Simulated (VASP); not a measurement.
Wanted: the native input for a VASP 6.6.1 run.

```
Task                    : single point
Functional              : LDA
Potentials or basis     : VASP PAW LDA potentials, release 64 (Pt, Ti_sv)
Cutoff                  : 520 eV
k mesh                  : 4 × 4 × 4
Occupations             : fermi-dirac, width 0.05 eV
Spin                    : no spin polarisation
Dipole correction       : no
k mesh for the DOS      : 6 × 6 × 6
Occupations for the DOS : tetrahedron
Further INCAR settings  : ALGO = Normal; EDIFF = 1e-07; NBANDS = 29
```

The system is TiPt3.

```
Pt Ti
1.0
     3.89700    0.00000    0.00000
     0.00000    3.89700    0.00000
     0.00000    0.00000    3.89700
Pt Ti
3 1
Cartesian
  1.9485 1.9485 0.0000
  1.9485 0.0000 1.9485
  0.0000 1.9485 1.9485
  0.0000 0.0000 0.0000
```

These files were run (other wordings do the same):

POSCAR

```
TiPt3
1.0
    3.8970000000      0.0000000000      0.0000000000
    0.0000000000      3.8970000000      0.0000000000
    0.0000000000      0.0000000000      3.8970000000
Pt Ti
3 1
Direct
    0.5000000000      0.5000000000      0.0000000000
    0.5000000000      0.0000000000      0.5000000000
    0.0000000000      0.5000000000      0.5000000000
    0.0000000000      0.0000000000      0.0000000000
```

INCAR.step1

```
SYSTEM = TiPt3
PREC = Accurate ; ENCUT = 520
EDIFF = 1E-7 ; ISMEAR = -1
SIGMA = 0.05 ; LREAL = .FALSE.
LASPH = .TRUE. ; NELM = 100
ALGO = Normal ; ISIF = 2
LWAVE = .FALSE. ; LCHARG = .TRUE.
LMAXMIX = 4 ; NBANDS = 29
```

KPOINTS.step1

```
regular mesh
0
G
  4 4 4
  0 0 0
```

INCAR.step2

```
SYSTEM = TiPt3
PREC = Accurate ; ENCUT = 520
EDIFF = 1E-7 ; ISMEAR = -5
SIGMA = 0.05 ; LREAL = .FALSE.
LASPH = .TRUE. ; NELM = 100
ALGO = Normal ; ISIF = 2
LWAVE = .FALSE. ; LCHARG = .FALSE.
LMAXMIX = 4 ; LORBIT = 10
NBANDS = 29 ; NEDOS = 1001
ICHARG = 11
```

KPOINTS.step2

```
regular mesh
0
G
  6 6 6
  0 0 0
```

Potentials or basis: VASP PAW LDA potentials, release 64 (Pt, Ti_sv).

Run with:

```console
$ cat potpaw_LDA.64/Pt/POTCAR potpaw_LDA.64/Ti_sv/POTCAR > POTCAR
$ cp INCAR.step1 INCAR
$ cp KPOINTS.step1 KPOINTS
$ mpirun -np 1 vasp_std > vasp.out
$ cp INCAR.step2 INCAR
$ cp KPOINTS.step2 KPOINTS
$ mpirun -np 1 vasp_std > vasp.out
```

It gave:

The valence electrons inside the program's atomic spheres are Pt 9.48; Ti 10.15.

Caveat: the k points lie up to 0.40 Å⁻¹ apart.

Wall time 71 s on 1 thread of AMD EPYC 7R13, with other jobs on the host, peak memory 0.13 GiB.
